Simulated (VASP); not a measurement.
# Al3Au (I4/mmm) in VASP: notebook

The runs below take Al3Au through single point, with LDA.

Program: VASP 6.6.1. These are calculated values, not measurements. Logs are shortened: lines on timing, memory, paths and dates and some standing lists are left out, and cuts for length are marked.

**1. The cell of the first run**

Symmetry: I4/mmm, No. 139, tetragonal system. Conventional cell: a = 4.023 Å, b = 4.023 Å, c = 8.059 Å, α = 90.00°, β = 90.00°, γ = 90.00°. Within 3.7 Å of Au (site symmetry 4/mmm) lie 12 Al at 2.85 Å. Within 3.7 Å of Al (site symmetry 4/mmm) lie 4 Au at 2.85 Å and 8 Al at 2.85 Å. Within 3.7 Å of Al (site symmetry -4m2) lie 8 Al at 2.85 Å and 4 Au at 2.85 Å.

**2. Single point, LDA (16.31 Å³/atom)**

INCAR reads:

```
SYSTEM = Al3Au
PREC     = Accurate       ! precision mode
ENCUT    = 520            ! plane-wave cutoff, eV
EDIFF    = 1E-7           ! SCF threshold, eV
ISMEAR   = -1             ! smearing method
SIGMA    = 0.05           ! smearing width, eV
LREAL    = .False.        ! projectors in reciprocal space
LASPH    = .True.         ! aspherical terms in the spheres
NELM     = 80             ! most SCF steps
ALGO     = Fast           ! electronic algorithm
ISIF     = 2              ! what is computed and relaxed
LWAVE    = .False.        ! write WAVECAR
LCHARG   = .False.        ! write CHGCAR
NBANDS   = 18             ! bands
```

KPOINTS reads:

```
Automatic mesh
0
Gamma
  9 9 9
  0 0 0
```

POSCAR reads:

```
Al3Au
1.0
   -2.0117397515      2.0117397515      4.0293736763
    2.0117397515     -2.0117397515      4.0293736763
    2.0117397515      2.0117397515     -4.0293736763
Au Al
1 3
Direct
    0.0000000000      0.0000000000      0.0000000000
    0.5000000000      0.5000000000      0.0000000000
    0.2500000000      0.7500000000      0.5000000000
    0.7500000000      0.2500000000      0.5000000000
```

Potentials or basis: VASP PAW LDA potentials, release 64 (Au, Al).

Command:

```
cat potpaw_LDA.64/Au/POTCAR potpaw_LDA.64/Al/POTCAR > POTCAR
mpirun -np 1 vasp_std > vasp.out
```

OUTCAR:

```text
SYSTEM = Al3Au
   PREC = Accurate
   ENCUT = 520
   EDIFF = 1E-7
   ISMEAR = -1
   LREAL = .False.
   LASPH = .True.
   NELM = 80
   ISIF = 2

 ion  position               nearest neighbor table
   1  0.000  0.000  0.000-   2 2.85   2 2.85   2 2.85   2 2.85   4 2.85   4 2.85   3 2.85   3 2.85
                             4 2.85   3 2.85   4 2.85   3 2.85
   2  0.500  0.500  0.000-   1 2.85   1 2.85   1 2.85   1 2.85   3 2.85   3 2.85   4 2.85   4 2.85
                             4 2.85   3 2.85   4 2.85   3 2.85
   3  0.250  0.750  0.500-   4 2.85   4 2.85   4 2.85   4 2.85   1 2.85   1 2.85   2 2.85   2 2.85
                             2 2.85   1 2.85   2 2.85   1 2.85
   4  0.750  0.250  0.500-   3 2.85   3 2.85   3 2.85   3 2.85   2 2.85   2 2.85   1 2.85   1 2.85
                             2 2.85   1 2.85   2 2.85   1 2.85

  LATTYP: Found a body centered tetragonal cell.
 ALAT       =     4.0234795030
 C/A-ratio  =     2.0029298886

  Lattice vectors:

 A1 = (  -2.0117397515,   2.0117397515,   4.0293736763)
 A2 = (   2.0117397515,  -2.0117397515,   4.0293736763)
 A3 = (   2.0117397515,   2.0117397515,  -4.0293736763)

Analysis of symmetry for initial positions (statically):
=====================================================================
 Subroutine PRICEL returns:
 Original cell was already a primitive cell.

 Routine SETGRP: Setting up the symmetry group for a
 body centered tetragonal supercell.

 Subroutine GETGRP returns: Found 16 space group operations
 (whereof 16 operations were pure point group operations)
 out of a pool of 16 trial point group operations.

The static configuration has the point symmetry D_4h.

Analysis of symmetry for dynamics (positions and initial velocities):
=====================================================================
 Subroutine PRICEL returns:
 Original cell was already a primitive cell.

 Routine SETGRP: Setting up the symmetry group for a
 body centered tetragonal supercell.

 Subroutine GETGRP returns: Found 16 space group operations
 (whereof 16 operations were pure point group operations)
 out of a pool of 16 trial point group operations.

The dynamic configuration has the point symmetry D_4h.

 Subroutine INISYM returns: Found 16 space group operations
 (whereof 16 operations are pure point group operations),
 and found     1 'primitive' translations

----------------------------------------------------------------------------------------

                                     Primitive cell

  volume of cell :      65.2291

  direct lattice vectors                    reciprocal lattice vectors
    -2.011739751  2.011739751  4.029373676     0.000000000  0.248541095  0.124088764
     2.011739751 -2.011739751  4.029373676     0.248541095  0.000000000  0.124088764
     2.011739751  2.011739751 -4.029373676     0.248541095  0.248541095  0.000000000

  length of vectors
     4.932549633  4.932549633  4.932549633     0.277796143  0.277796143  0.351490187

  position of ions in fractional coordinates (direct lattice)
     0.000000000  0.000000000  0.000000000
     0.500000000  0.500000000  0.000000000
     0.250000000  0.750000000  0.500000000
     0.750000000  0.250000000  0.500000000

  ion indices of the primitive-cell ions
   primitive index   ion index
                 1           1
                 2           2
                 3           3
                 4           4

----------------------------------------------------------------------------------------

 KPOINTS: Automatic mesh

Automatic generation of k-mesh.
 Grid dimensions read from file:
 generate k-points for:    9    9    9

 Generating k-lattice:

  Cartesian coordinates                     Fractional coordinates (reciprocal lattice)
     0.000000000  0.027615677  0.013787640     0.111111111  0.000000000  0.000000000
     0.027615677  0.000000000  0.013787640     0.000000000  0.111111111  0.000000000
     0.027615677  0.027615677  0.000000000     0.000000000  0.000000000  0.111111111

  Length of vectors
     0.030866238  0.030866238  0.039054465

  Shift w.r.t. Gamma in fractional coordinates (k-lattice)
     0.000000000  0.000000000  0.000000000

 Subroutine IBZKPT returns following result:
 ===========================================

 Found     75 irreducible k-points:

 Following reciprocal coordinates:
            Coordinates               Weight
  0.000000  0.000000  0.000000      1.000000
  0.111111 -0.000000  0.000000      8.000000
  0.222222  0.000000  0.000000      8.000000
  0.333333  0.000000  0.000000      8.000000
  0.444444  0.000000  0.000000      8.000000
  0.111111  0.111111  0.000000      8.000000
[... 16 lines left out ...]
 -0.333333  0.333333  0.000000      4.000000
  0.444444  0.444444  0.000000      8.000000
 [... further k-points ...]
   k-points           NKPTS =     75   k-points in BZ     NKDIM =     75   number of bands    NBANDS=     18
   number of dos      NEDOS =    301   number of ions     NIONS =      4
   total plane-waves  NPLWV =  64000
   dimension x,y,z NGX =    40 NGY =   40 NGZ =   40
   dimension x,y,z NGXF=    80 NGYF=   80 NGZF=   80
   ions per type =               1   3
   NGX,Y,Z   is equivalent  to a cutoff of  13.48, 13.48, 13.48 a.u.
   NGXF,Y,Z  is equivalent  to a cutoff of  26.96, 26.96, 26.96 a.u.
 SYSTEM =  Al3Au
   PREC   = accura    normal or accurate (medium, high low for compatibility)
   ISTART =      0    job   : 0-new  1-cont  2-samecut
   ICHARG =      2    charge: 1-file 2-atom 10-const
   ISPIN  =      1    spin polarized calculation?
   LNONCOLLINEAR =      F non collinear calculations
   LSORBIT =      F    spin-orbit coupling
   LASPH  =      T    aspherical Exc in radial PAW
   ENCUT  =  520.0 eV  38.22 Ry    6.18 a.u.   9.17  9.17  9.17*2*pi/ulx,y,z
   NELM   =     80;   NELMIN=  2; NELMDL= -5     # of ELM steps
   EDIFF  = 0.1E-06   stopping-criterion for ELM
   LREAL  =      F    real-space projection
   EDIFFG = 0.1E-05   stopping-criterion for IOM
   NSW    =      0    number of steps for IOM
   IBRION =     -1    ionic relax: 0-MD 1-quasi-New 2-CG
   NFREE  =      0    steps in history (QN), initial steepest desc. (CG)
   ISIF   =      2    stress and relaxation
   ISYM   =      2    0-nonsym 1-usesym 2-fastsym
   POTIM  = 0.5000    time-step for ionic-motion
   TEBEG  =    0.0;   TEEND  =   0.0 temperature during run
   PSTRESS=    0.0 pullay stress
   NELECT =      20.0000    total number of electrons
   NUPDOWN=      -1.0000    fix difference up-down
   EMIN   =  10.00;   EMAX   =-10.00  energy-range for DOS
   EFERMI =   0.00;   METHOD = LEGACY
   ISMEAR =    -1;   SIGMA  =   0.05  broadening in eV -4-tet -1-fermi 0-gaus
   EFERMI_NEDOS =   21; number of points for ismear=-14 and -15
   IALGO  =     68    algorithm
   IMIX   =      4    mixing-type and parameters
     AMIX     =   0.40;   BMIX     =  1.00
     AMIX_MAG =   1.60;   BMIX_MAG =  1.00
  volume/ion in A,a.u.               =      16.31       110.05
  Fermi-wavevector in a.u.,A,eV,Ry     =   1.103920  2.086107 16.580609  1.218640
  Thomas-Fermi vector in A             =   2.240386
   LORBIT       =      0    0 simple, 1 ext, 2 COOP (PROOUT), +10 PAW based schemes
   GGA     = CA    functional components
   LHFCALC =     F    Hartree Fock is set to
   AEXX    =    0.0000 exact exchange contribution
   IVDW    =     0    specifies the selected vdW correction
   LEPSILON=     F    determine dielectric tensor
   LRPA    =     F    only Hartree local field effects (RPA)
 non-spin polarized calculation
 RMM-DIIS sequential band-by-band and
  energy-cutoff  :      520.00
  volume of cell :       65.23
 maximum number of plane-waves:      1783
 NGX is ok and might be reduce to    40
   NGX = 19   NGY = 19   NGZ = 19

 number of electron      20.0000000 magnetization

 Free energy of the ion-electron system (eV)
  ---------------------------------------------------
  ext. energy  EPLUGINS =         0.00000000
  ---------------------------------------------------
  free energy    TOTEN  =       -17.56823937 eV

  energy without entropy =      -17.55691486  energy(sigma->0) =      -17.56257712

 E-fermi :   8.8378     XC(G=0): -11.1030

 val. band max:        8.8341786494   @ k =   0.4444   0.2222   0.1111
 cond. band min:       8.8500661576   @ k =   0.0000   0.0000   0.0000
 fundamental gap:      0.0158875082
 Fermi energy:         8.8377796646

 k-point     1 :       0.0000    0.0000    0.0000
  band No.  band energies     occupation
      1      -2.5299      2.00000
      2       2.6407      2.00000
      3       2.7061      2.00000
      4       2.9183      2.00000
      5       2.9183      2.00000
      6       3.4288      2.00000
[... 10 lines left out ...]
     17      15.1427      0.00000
     18      15.1427      0.00000

 k-point     2 :       0.1111   -0.0000    0.0000
  band No.  band energies     occupation
      1      -2.3790      2.00000
      2       2.6481      2.00000
      3       2.6795      2.00000
      4       2.8390      2.00000
      5       2.9526      2.00000
      6       3.3689      2.00000
[... 10 lines left out ...]
     17      13.9448      0.00000
     18      14.7064      0.00000

 k-point     3 :       0.2222    0.0000    0.0000
  band No.  band energies     occupation
      1      -1.9315      2.00000
      2       2.3357      2.00000
      3       2.6162      2.00000
      4       2.9781      2.00000
      5       3.0274      2.00000
      6       3.2422      2.00000
[... 10 lines left out ...]
     17      13.6618      0.00000
     18      15.4337      0.00000

 k-point     4 :       0.3333    0.0000    0.0000
  band No.  band energies     occupation
      1      -1.2071      2.00000
      2       1.7884      2.00000
      3       2.4816      2.00000
      4       3.0024      2.00000
      5       3.2021      2.00000
      6       3.2282      2.00000
[... 375 lines left out ...]
      4       2.9296      2.00000
      5       3.2163      2.00000
      6       3.5221      2.00000
[... 10 lines left out ...]
     17      17.0868      0.00000
     18      18.8930      0.00000

 k-point    23 :      -0.3333    0.3333    0.0000
  band No.  band energies     occupation
      1      -0.4609      2.00000
      2       2.0180      2.00000
      3       2.4057      2.00000
      4       2.7975      2.00000
      5       3.2468      2.00000
      6       3.2476      2.00000
[... 10 lines left out ...]
     17      16.0004      0.00000
     18      17.3705      0.00000

 k-point    24 :       0.4444    0.4444    0.0000
  band No.  band energies     occupation
      1       1.0720      2.00000
      2       1.6615      2.00000
      3       2.3120      2.00000
      4       2.8702      2.00000
      5       3.0712      2.00000
      6       3.7693      2.00000
[... 10 lines left out ...]
     17      18.2787      0.00000
     18      19.4307      0.00000

 [... further k-points ...]

------------------------ aborting loop because EDIFF is reached ----------------------------------------

  FORCE on cell =-STRESS in cart. coord.  units (eV):
  Direction    XX          YY          ZZ          XY          YZ          ZX
  --------------------------------------------------------------------------------------
  -------------------------------------------------------------------------------------
  Total       -1.1580816     -1.1580816     -1.3732160      0.0000000     -0.0000000      0.0000000
  in kB      -28.4451752    -28.4451752    -33.7293771      0.0000000     -0.0000000      0.0000000
  external PRESSURE =     -30.2065758 kB  Pullay stress =       0.0000000 kB

 VOLUME and BASIS-vectors are now :
 -----------------------------------------------------------------------------
  energy-cutoff  :      520.00
  volume of cell :       65.23
      direct lattice vectors                 reciprocal lattice vectors
    -2.011739751  2.011739751  4.029373676     0.000000000  0.248541095  0.124088764
     2.011739751 -2.011739751  4.029373676     0.248541095  0.000000000  0.124088764
     2.011739751  2.011739751 -4.029373676     0.248541095  0.248541095  0.000000000

 POSITION                                       TOTAL-FORCE (eV/Angst)
 -----------------------------------------------------------------------------------
      0.00000      0.00000      0.00000        -0.000000      0.000000     -0.000000
      0.00000      0.00000      4.02937        -0.000000      0.000000     -0.000000
      2.01174      0.00000      2.01469        -0.000000      0.000000      0.000000
      0.00000      2.01174      2.01469         0.000000     -0.000000     -0.000000
 -----------------------------------------------------------------------------------
    total drift:                               -0.000000     -0.000000      0.000000

  FREE ENERGIE OF THE ION-ELECTRON SYSTEM (eV)
  ---------------------------------------------------
  free  energy   TOTEN  =       -17.5682393711 eV

  energy  without entropy=      -17.5569148631  energy(sigma->0) =      -17.56257712
```

Run time: 83 s. Hardware: 1 thread of Intel Xeon 6975P-C (Granite Rapids), shared host; peak memory 0.25 GiB.

Results:

| Quantity | Value |
| --- | --- |
| Free energy | -17.5682 eV |
| Pressure | -3.0 GPa |
| Band gap on the k mesh | zero (bands 10 and 11 overlap by 3.16 eV) |

Stress tensor (GPa, compression positive):
```
-2.84  0.00  0.00
 0.00 -2.84  0.00
 0.00  0.00 -3.37
```

Caveat: the cell stands under tension; spin-orbit coupling is left out, which moves the levels of the heavy elements.

**3. Single point, LDA (16.64 Å³/atom)**

This run uses another cell than the first one, of 16.64 Å³/atom.

INCAR reads:

```
SYSTEM = Al3Au
ALGO = Normal
EDIFF = 1E-6
ENCUT = 520
GGA = CA
ISIF = 2
ISMEAR = -1
LASPH = .TRUE.
LCHARG = .TRUE.
LELF = .TRUE.
LREAL = .FALSE.
LVHAR = .TRUE.
LWAVE = .FALSE.
NBANDS = 18
NELM = 100
PREC = Accurate
SIGMA = 0.05
```

KPOINTS reads:

```
k-points
0
G
  9 9 9
  0 0 0
```

POSCAR reads:

```
Al3Au
1.0
   -2.0253330000      2.0253330000      4.0566000000
    2.0253330000     -2.0253330000      4.0566000000
    2.0253330000      2.0253330000     -4.0566000000
Au Al
1 3
Direct
    0.0000000000      0.0000000000      0.0000000000
    0.5000000000      0.5000000000      0.0000000000
    0.2500000000      0.7500000000      0.5000000000
    0.7500000000      0.2500000000      0.5000000000
```

Potentials or basis: VASP PAW LDA potentials, release 64 (Au, Al).

Command:

```
cat potpaw_LDA.64/Au/POTCAR potpaw_LDA.64/Al/POTCAR > POTCAR
mpirun -np 1 vasp_std > vasp.out
```

It took 58 s on 1 thread of Intel Xeon 6975P-C (Granite Rapids), shared host; peak memory 0.25 GiB.

Results (log left out):

* Free energy: -17.5359 eV
* Pressure: -4.8 GPa
* Band gap on the k mesh: zero (bands 10 and 11 overlap by 3.19 eV)

Stress tensor (GPa, compression positive):
```
-4.61  0.00  0.00
 0.00 -4.61  0.00
 0.00  0.00 -5.09
```

Levels at points of the mesh, in eV from the Fermi level:
| k point | band 8 | band 9 | band 10 | band 11 | band 12 | band 13 |
| --- | --- | --- | --- | --- | --- | --- |
| (0.00, 0.00, 0.00) | 0.05 | 0.05 | 0.34 | 0.62 | 0.84 | 0.84 |

Caveat: the cell stands under tension; spin-orbit coupling is left out, which moves the levels of the heavy elements.

(Continued in part 2 of 2.)
